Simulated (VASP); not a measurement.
A run of VASP 6.6.1 is set up as follows.

Contents of INCAR:

```
PREC = Accurate
ENCUT = 520
EDIFF = 1E-6
ISMEAR = 0
SIGMA = 0.02
LREAL = F
LASPH = T
NELM = 60
ALGO = Normal
ISIF = 2
LWAVE = F
LCHARG = T
GGA = PS
LELF = T
LVHAR = T
NBANDS = 35
```

KPOINTS

```
Automatic mesh
0
Gamma
  6 6 8
```

File POSCAR:

```
SnO2
1.0
    4.7925009447      0.0000000000      0.0000000000
    0.0000000000      4.7939161349      0.0000000000
    0.0000000000      0.0000000000      3.1477395647
Sn O
2 4
Direct
    0.5000000000      0.5000000000      0.5000000000
    0.0000000000      0.0000000000      0.0000000000
    0.3062100026      0.3063470806      0.0000000000
    0.8062100026      0.1936529194      0.5000000000
    0.1937899974      0.8063470806      0.5000000000
    0.6937899974      0.6936529194      0.0000000000
```

Potentials or basis: VASP PAW PBE potentials, release 64 (Sn_d, O).

The run is started by

```console
$ cat potpaw_PBE.64/Sn_d/POTCAR potpaw_PBE.64/O/POTCAR > POTCAR
$ mpirun -np 1 vasp_std > vasp.out
```

(1) Estimate the band gap on the k mesh.

(2) Estimate the largest force.

(3) What does it give for the pressure?

Answers

(1) 1.12 eV.

(2) 0.148 eV/Å.

(3) 3.9 GPa.

Caveat: the cell differs from its parent crystal (uniaxial strain along c: -2.0 %); the cell stands under pressure; the PAW data sets were made with another functional, which shifts forces and pressure a little; spin-orbit coupling is left out, which moves the levels of the heavy elements.
